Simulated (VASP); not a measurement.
Set up this calculation in VASP 6.6.1, as the native input.

```yaml
Task: single point
Functional: r2SCAN
Potentials_or_basis: VASP PAW PBE potentials, release 64 (Eu, S)
Cutoff: 800 eV
k_mesh: 8 × 8 × 8
Occupations: methfessel-paxton, width 0.1 eV
Spin: collinear spin, ferromagnetic start
Starting_moments: "[7.0, 0.0] μB"
Dipole_correction: no
Further_INCAR_settings: ALGO = Normal; EDIFF = 1e-06; NBANDS = 22
```

The system is EuS.

```
CELL_PARAMETERS angstrom
0.00000 3.07465 3.07465
3.07465 0.00000 3.07465
3.07465 3.07465 0.00000
ATOMIC_POSITIONS crystal
Eu 0.00000 0.00000 0.00000
S 0.50000 0.50000 0.50000
```

The input as run:

POSCAR

```
EuS
1.0
    0.0000000000      3.0746463239      3.0746463239
    3.0746463239      0.0000000000      3.0746463239
    3.0746463239      3.0746463239      0.0000000000
Eu S
1 1
Direct
    0.0000000000      0.0000000000      0.0000000000
    0.5000000000      0.5000000000      0.5000000000
```

INCAR.step1

```
PREC     = Accurate       # precision mode
ENCUT    = 800            # plane-wave cutoff, eV
ISMEAR   = 1              # smearing method
SIGMA    = 0.1            # smearing width, eV
LREAL    = F              # projectors in reciprocal space
LASPH    = T              # aspherical terms in the spheres
NELM     = 200            # most SCF steps
ISPIN    = 2              # spin polarisation
MAGMOM   = 7 0            # initial moments
LMAXMIX  = 6              # l up to which the mixer works
NBANDS   = 22             # bands
GGA      = PE             # functional
ALGO     = Normal         # electronic algorithm
EDIFF    = 1E-5           # SCF threshold, eV
LWAVE    = T              # write WAVECAR
LCHARG   = F              # write CHGCAR
GGA_COMPAT= F
```

INCAR.step2

```
PREC     = Accurate       # precision mode
ENCUT    = 800            # plane-wave cutoff, eV
EDIFF    = 1E-6           # SCF threshold, eV
ISMEAR   = 1              # smearing method
SIGMA    = 0.1            # smearing width, eV
LREAL    = F              # projectors in reciprocal space
LASPH    = T              # aspherical terms in the spheres
NELM     = 200            # most SCF steps
ALGO     = Normal         # electronic algorithm
ISIF     = 2              # what is computed and relaxed
LWAVE    = F              # write WAVECAR
LCHARG   = T              # write CHGCAR
ISPIN    = 2              # spin polarisation
MAGMOM   = 7 0            # initial moments
LORBIT   = 11             # projections on sites
LMAXMIX  = 6              # l up to which the mixer works
METAGGA  = R2SCAN         # meta-GGA
LMIXTAU  = T            
LELF     = T              # ELF
LVHAR    = T            
NBANDS   = 22             # bands
ISTART   = 1            
GGA_COMPAT= F
```

KPOINTS

```
regular mesh
0
Gamma
  8 8 8
```

Potentials or basis: VASP PAW PBE potentials, release 64 (Eu, S).

Run with:

```bash
$ cat potpaw_PBE.64/Eu/POTCAR potpaw_PBE.64/S/POTCAR > POTCAR
$ cp INCAR.step1 INCAR
$ mpirun -np 1 vasp_std > vasp.out
$ cp INCAR.step2 INCAR
$ mpirun -np 1 vasp_std > vasp.out
```

It gave:

```json
{
  "Pressure": "-6.0 GPa",
  "Band gap on the k mesh": "zero (filled and empty bands overlap)",
  "Net moment": "7.00 μB per cell",
  "Site moments": "Eu +6.56; S -0.08 μB",
  "Valence electrons inside the program's atomic spheres": "Eu 14.79; S 3.74"
}
```

Caveat: the cell stands under tension; the PAW data sets were made with another functional, which shifts forces and pressure a little; spin-orbit coupling is left out, which moves the levels of the heavy elements; a cell with one magnetic atom can't hold antiferromagnetic order, which such compounds often take; semilocal functionals describe open f shells poorly, which spoils levels, moments and volumes.

It took 13 min on 1 thread of Oxide Virtual Turin-like Processor, with other jobs on the host, peak memory 0.37 GiB.
